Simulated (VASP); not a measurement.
Here is a VASP 6.6.1 calculation.

The input INCAR:

```
SYSTEM = Rb2Mn
PREC = Accurate
ENCUT = 520
EDIFF = 1E-6
ISMEAR = 0
SIGMA = 0.1
LREAL = .FALSE.
LASPH = .TRUE.
NELM = 150
ALGO = Normal
ISIF = 2
LWAVE = .FALSE.
LCHARG = .FALSE.
ISPIN = 2
MAGMOM = 0 0 4.21
LORBIT = 11
LMAXMIX = 4
GGA = PE
NBANDS = 26
```

KPOINTS

```
Automatic mesh
0
G
  4 4 4
  0 0 0
```

POSCAR

```
Rb2Mn
1.0
    0.0000000000      4.5576964932      4.5576964932
    4.5576964932      0.0000000000      4.5576964932
    4.5576964932      4.5576964932      0.0000000000
Rb Mn
2 1
Direct
    0.2500000000      0.2500000000      0.2500000000
    0.7500000000      0.7500000000      0.7500000000
    0.0000000000      0.0000000000      0.0000000000
```

Potentials or basis: VASP PAW PBE potentials, release 64 (Rb_sv, Mn_pv).

Run with:

```bash
$ cat potpaw_PBE.64/Rb_sv/POTCAR potpaw_PBE.64/Mn_pv/POTCAR > POTCAR
$ mpirun -np 1 vasp_std > vasp.out
```

Q: Estimate the pressure.

A: 0.0 GPa.

Q: Estimate the site moments.

A: Rb +0.01; Mn +4.33 μB.
